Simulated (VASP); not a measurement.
# GaAs (F-43m) in VASP: a series of runs, part 2 of 2

VASP 6.6.1.

**3. Single point, LDA**

This run uses another cell than the first one, of 20.90 Å³/atom, 1.028 times its volume.

INCAR reads:

```
PREC     = Accurate       # precision mode
ENCUT    = 500            # plane-wave cutoff, eV
EDIFF    = 1E-6           # SCF threshold, eV
ISMEAR   = 0              # smearing method
SIGMA    = 0.01           # smearing width, eV
LREAL    = F              # projectors in reciprocal space
LASPH    = T              # aspherical terms in the spheres
NELM     = 120            # most SCF steps
ALGO     = Normal         # electronic algorithm
ISIF     = 2              # what is computed and relaxed
LWAVE    = F              # write WAVECAR
LCHARG   = F              # write CHGCAR
GGA      = CA             # functional
NBANDS   = 16             # bands
GGA_COMPAT= F
```

KPOINTS reads:

```
Automatic mesh
0
Gamma
  5 5 5
```

POSCAR reads:

```
GaAs
1.0
    0.0000000000      2.7543344571      2.7543344571
    2.7543344571      0.0000000000      2.7543344571
    2.7543344571      2.7543344571      0.0000000000
Ga As
1 1
Direct
    0.0000000000      0.0000000000      0.0000000000
    0.2500000000      0.2500000000      0.2500000000
```

Potentials or basis: VASP PAW LDA potentials, release 64 (Ga_d, As).

Command:

```sh
> cat potpaw_LDA.64/Ga_d/POTCAR potpaw_LDA.64/As/POTCAR > POTCAR
> mpirun -np 1 vasp_std > vasp.out
```

OUTCAR:

```text
PREC = Accurate
   ENCUT = 500
   EDIFF = 1E-6
   ISMEAR = 0
   LREAL = F
   LASPH = T
   NELM = 120
   ISIF = 2
   GGA = CA

 ion  position               nearest neighbor table
   1  0.000  0.000  0.000-   2 2.39   2 2.39   2 2.39   2 2.39
   2  0.250  0.250  0.250-   1 2.39   1 2.39   1 2.39   1 2.39

  LATTYP: Found a face centered cubic cell.
 ALAT       =     5.5086689142

  Lattice vectors:

 A1 = (   0.0000000000,   2.7543344571,   2.7543344571)
 A2 = (   2.7543344571,   0.0000000000,   2.7543344571)
 A3 = (   2.7543344571,   2.7543344571,   0.0000000000)

Analysis of symmetry for initial positions (statically):
=====================================================================
 Subroutine PRICEL returns:
 Original cell was already a primitive cell.

 Routine SETGRP: Setting up the symmetry group for a
 face centered cubic supercell.

 Subroutine GETGRP returns: Found 24 space group operations
 (whereof 24 operations were pure point group operations)
 out of a pool of 48 trial point group operations.

The static configuration has the point symmetry T_d .

Analysis of symmetry for dynamics (positions and initial velocities):
[... 143 lines left out ...]

 E-fermi :   4.6969     XC(G=0): -10.2545

 val. band max:        4.6003916282   @ k =   0.0000   0.0000   0.0000
 cond. band min:       5.5253341327   @ k =   0.0000   0.0000   0.0000
 fundamental gap:      0.9249425044
 Fermi energy:         4.6968746000

 k-point     1 :       0.0000    0.0000    0.0000
  band No.  band energies     occupation
      1     -10.5164      2.00000
      2     -10.5164      2.00000
      3     -10.5164      2.00000
      4     -10.4182      2.00000
      5     -10.4182      2.00000
      6      -8.7557      2.00000
[... 167 lines left out ...]
      3     -10.4650      2.00000
      4     -10.4330      2.00000
      5     -10.4121      2.00000
      6      -6.1474      2.00000
[... 8 lines left out ...]
     15      16.1835      0.00000
     16      19.0337      0.00000

------------------------ aborting loop because EDIFF is reached ----------------------------------------

  FORCE on cell =-STRESS in cart. coord.  units (eV):
  Direction    XX          YY          ZZ          XY          YZ          ZX
  --------------------------------------------------------------------------------------
  -------------------------------------------------------------------------------------
  Total        1.2333014      1.2333014      1.2333014      0.0000000      0.0000000      0.0000000
  in kB       47.2824309     47.2824309     47.2824309      0.0000000      0.0000000      0.0000000
  external PRESSURE =      47.2824309 kB  Pullay stress =       0.0000000 kB

 VOLUME and BASIS-vectors are now :
 -----------------------------------------------------------------------------
  energy-cutoff  :      500.00
  volume of cell :       41.79
      direct lattice vectors                 reciprocal lattice vectors
     0.000000000  2.754334457  2.754334457    -0.181532057  0.181532057  0.181532057
     2.754334457  0.000000000  2.754334457     0.181532057 -0.181532057  0.181532057
     2.754334457  2.754334457  0.000000000     0.181532057  0.181532057 -0.181532057

 POSITION                                       TOTAL-FORCE (eV/Angst)
 -----------------------------------------------------------------------------------
      0.00000      0.00000      0.00000        -0.000000     -0.000000     -0.000000
      1.37717      1.37717      1.37717         0.000000      0.000000      0.000000
 -----------------------------------------------------------------------------------
    total drift:                                0.000001      0.000001      0.000001

  FREE ENERGIE OF THE ION-ELECTRON SYSTEM (eV)
  ---------------------------------------------------
  free  energy   TOTEN  =        -9.5399244596 eV

  energy  without entropy=       -9.5399244596  energy(sigma->0) =       -9.53992446
```

OSZICAR:

```text
N       E                     dE             d eps       ncg     rms          rms(c)
DAV:   1     0.751474441393E+02    0.75147E+02   -0.88290E+03   336   0.155E+03
DAV:   2    -0.392288743823E+01   -0.79070E+02   -0.75003E+02   352   0.286E+02
DAV:   3    -0.972237755356E+01   -0.57995E+01   -0.57819E+01   384   0.630E+01
DAV:   4    -0.980869592462E+01   -0.86318E-01   -0.86309E-01   400   0.846E+00
DAV:   5    -0.980990621514E+01   -0.12103E-02   -0.12101E-02   400   0.902E-01    0.329E+00
DAV:   6    -0.959441894520E+01    0.21549E+00   -0.23166E-01   488   0.899E+00    0.194E+00
DAV:   7    -0.954313272359E+01    0.51286E-01   -0.79953E-02   432   0.217E+00    0.535E-01
DAV:   8    -0.953995618389E+01    0.31765E-02   -0.10550E-02   400   0.113E+00    0.139E-01
DAV:   9    -0.953991500927E+01    0.41175E-04   -0.76044E-04   416   0.319E-01    0.395E-02
DAV:  10    -0.953991934183E+01   -0.43326E-05   -0.52070E-05   472   0.899E-02    0.212E-02
DAV:  11    -0.953992462305E+01   -0.52812E-05   -0.82336E-06   360   0.430E-02    0.359E-03
DAV:  12    -0.953992445958E+01    0.16347E-06   -0.59950E-07   240   0.124E-02
   1 F= -.95399245E+01 E0= -.95399245E+01  d E =-.504828E-44
```

Wall time 11 s (1 thread of AMD EPYC 7R13, shared host); peak memory 0.11 GiB.

What came out:

- Free energy: -9.5399 eV
- Pressure: 4.7 GPa
- Band gap on the k mesh: 0.92 eV, direct

A k mesh can miss the band edges. Expect the measured gap to be larger: semilocal functionals such as LDA lack the derivative discontinuity.

**4. Single point, LDA**

This run uses another cell than the first one, of 21.46 Å³/atom, 1.056 times its volume.

INCAR reads:

```
PREC = Accurate ; ENCUT = 500
EDIFF = 1E-6 ; ISMEAR = 0
SIGMA = 0.01 ; LREAL = False
LASPH = True ; NELM = 120
ALGO = Normal ; ISIF = 2
LWAVE = False ; LCHARG = False
GGA = CA ; NBANDS = 16
GGA_COMPAT = False
```

KPOINTS reads:

```
regular mesh
0
Gamma
  5 5 5
```

POSCAR reads:

```
GaAs
1.0
    0.0000000000      2.7789280303      2.7789280303
    2.7789280303      0.0000000000      2.7789280303
    2.7789280303      2.7789280303      0.0000000000
Ga As
1 1
Direct
    0.0000000000      0.0000000000      0.0000000000
    0.2500000000      0.2500000000      0.2500000000
```

Potentials or basis: VASP PAW LDA potentials, release 64 (Ga_d, As).

Command:

```sh
> cat potpaw_LDA.64/Ga_d/POTCAR potpaw_LDA.64/As/POTCAR > POTCAR
> mpirun -np 1 vasp_std > vasp.out
```

OUTCAR:

```text
PREC = Accurate
   ENCUT = 500
   EDIFF = 1E-6
   ISMEAR = 0
   LREAL = False
   LASPH = True
   NELM = 120
   ISIF = 2
   GGA = CA

 ion  position               nearest neighbor table
   1  0.000  0.000  0.000-   2 2.41   2 2.41   2 2.41   2 2.41
   2  0.250  0.250  0.250-   1 2.41   1 2.41   1 2.41   1 2.41

  LATTYP: Found a face centered cubic cell.
 ALAT       =     5.5578560606

  Lattice vectors:

 A1 = (   0.0000000000,   2.7789280303,   2.7789280303)
[... 359 lines left out ...]

------------------------ aborting loop because EDIFF is reached ----------------------------------------

  FORCE on cell =-STRESS in cart. coord.  units (eV):
  Direction    XX          YY          ZZ          XY          YZ          ZX
  --------------------------------------------------------------------------------------
  -------------------------------------------------------------------------------------
  Total        0.6183607      0.6183607      0.6183607     -0.0000000      0.0000000     -0.0000000
  in kB       23.0829118     23.0829118     23.0829118     -0.0000000      0.0000000     -0.0000000
  external PRESSURE =      23.0829118 kB  Pullay stress =       0.0000000 kB

 VOLUME and BASIS-vectors are now :
 -----------------------------------------------------------------------------
  energy-cutoff  :      500.00
  volume of cell :       42.92
      direct lattice vectors                 reciprocal lattice vectors
     0.000000000  2.778928030  2.778928030    -0.179925494  0.179925494  0.179925494
     2.778928030  0.000000000  2.778928030     0.179925494 -0.179925494  0.179925494
     2.778928030  2.778928030  0.000000000     0.179925494  0.179925494 -0.179925494

 POSITION                                       TOTAL-FORCE (eV/Angst)
 -----------------------------------------------------------------------------------
      0.00000      0.00000      0.00000        -0.000000     -0.000000     -0.000000
      1.38946      1.38946      1.38946         0.000000      0.000000      0.000000
 -----------------------------------------------------------------------------------
    total drift:                               -0.000000     -0.000000     -0.000000

  FREE ENERGIE OF THE ION-ELECTRON SYSTEM (eV)
  ---------------------------------------------------
  free  energy   TOTEN  =        -9.5646066563 eV

  energy  without entropy=       -9.5646066563  energy(sigma->0) =       -9.56460666
```

It took 12 s on 1 thread of AMD EPYC 7R13, shared host; peak memory 0.12 GiB.

Results:

```yaml
Free_energy: -9.5646 eV
Pressure: 2.3 GPa
Band_gap_on_the_k_mesh: 0.72 eV, direct
```

Levels at points of the mesh, in eV from the valence-band top:
```csv
k point,band 5,band 6,band 7,band 8,band 9,band 10,band 11,band 12,band 13,band 14
"(0.00, 0.00, 0.00)",-14.97,-13.15,0.00,0.00,0.00,0.72,3.67,3.67,3.67,7.49
```

**5. Overview**

| cell | gap on the mesh (eV) | pressure (GPa) |
| --- | --- | --- |
| a = 3.860 Å, angles 60.0°, 2 atoms | 1.13 | 7.5 |
| a = 3.895 Å, angles 60.0°, 2 atoms | 0.92 | 4.7 |
| a = 3.930 Å, angles 60.0°, 2 atoms | 0.72 | 2.3 |

Alike in all rows: task single point; level LDA; potentials or basis VASP PAW LDA potentials, release 64 (Ga_d, As); no spin polarisation; k mesh 5 × 5 × 5; cutoff (eV) 500; smearing gaussian 0.01 eV.

Absolute energies hang on the potentials; compare differences alone.

**6. Against experiment**

Step 4. Against the measured gap of GaAs, 1.412 eV (direct; 300 K; “Evidence of valence band perturbations in GaAsN/GaAs(001): A combined variable-angle spectroscopic ellipsometry and modulated photoreflectance investigation”, 2008, arxiv:0805.2212), the calculated 0.72 eV is off by -0.70 eV. 3 values of this kind are on record (1.412 to 1.51 eV); this one was drawn at random among those near their median, those with a stated uncertainty first. Spin-orbit coupling on As, Ga is left out. The value is that of LDA on a finite k mesh, which can miss the band edges, without temperature or zero-point motion. Semilocal functionals fall short of measured gaps as a rule.
